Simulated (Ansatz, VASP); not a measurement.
## Two plane-wave programs on WC

The input INCAR:

```
PREC = Accurate
ENCUT = 600
EDIFF = 1E-6
ISMEAR = 1
SIGMA = 0.15
LREAL = False
LASPH = True
NELM = 60
ALGO = Normal
ISIF = 3
LWAVE = False
LCHARG = False
GGA = PS
IBRION = 2
NSW = 80
EDIFFG = -0.01
```

File KPOINTS:

```
Automatic mesh
0
Gamma
  9 9 9
```

Contents of POSCAR:

```
WC
1.0
    0.0000000000      2.1926840000      2.1926840000
    2.1926840000      0.0000000000      2.1926840000
    2.1926840000      2.1926840000      0.0000000000
W C
1 1
Direct
    0.0000000000      0.0000000000      0.0000000000
    0.5000000000      0.5000000000      0.5000000000
```

Input for Ansatz:

```yaml
crystal:
  lattice:
    - [0.0, 2.192684, 2.192684]
    - [2.192684, 0.0, 2.192684]
    - [2.192684, 2.192684, 0.0]
  atoms:
    - { symbol: W, position: [0.0, 0.0, 0.0] }
    - { symbol: C, position: [0.5, 0.5, 0.5] }
basis:
  ecutwfc: 470.0
kpoints:
  mp_grid:
    grid: [9, 9, 9]
hamiltonian:
  xc: pbesol
  dispersion: none
scf:
  mixing:
    algorithm: broyden
    beta: 0.4
    ndim: 12
  occupations:
    method: methfessel_paxton
    width: 0.15
relax:
  cell: {}
```

Alike in both runs: task relaxation of cell and atoms; functional PBEsol; k mesh 9 × 9 × 9; occupations methfessel-paxton of order 1, width 0.15 eV; no spin polarisation.

|  | VASP | Ansatz |
| --- | --- | --- |
| version | VASP 6.6.1 | Ansatz 0.2.0 |
| potentials or method | VASP PAW PBE potentials, release 64 (W_sv, C), cutoff 600 eV | plane waves, PAW |
| valence electrons in the cell | 18 | 18 |

|  | VASP | Ansatz | Ansatz less VASP |
| --- | --- | --- | --- |
| relaxed volume (Å³/atom) | 10.29 | 10.27 | -0.028 |
| relaxed cell length with the largest relative difference (Å) | 3.076 | 3.074 | -0.0028 |

VASP's potentials were made for PBE, not for PBEsol.

Neither program's run includes spin-orbit coupling. Noted on VASP's run: too few bands were computed for a metal, which touches its energy and stress.
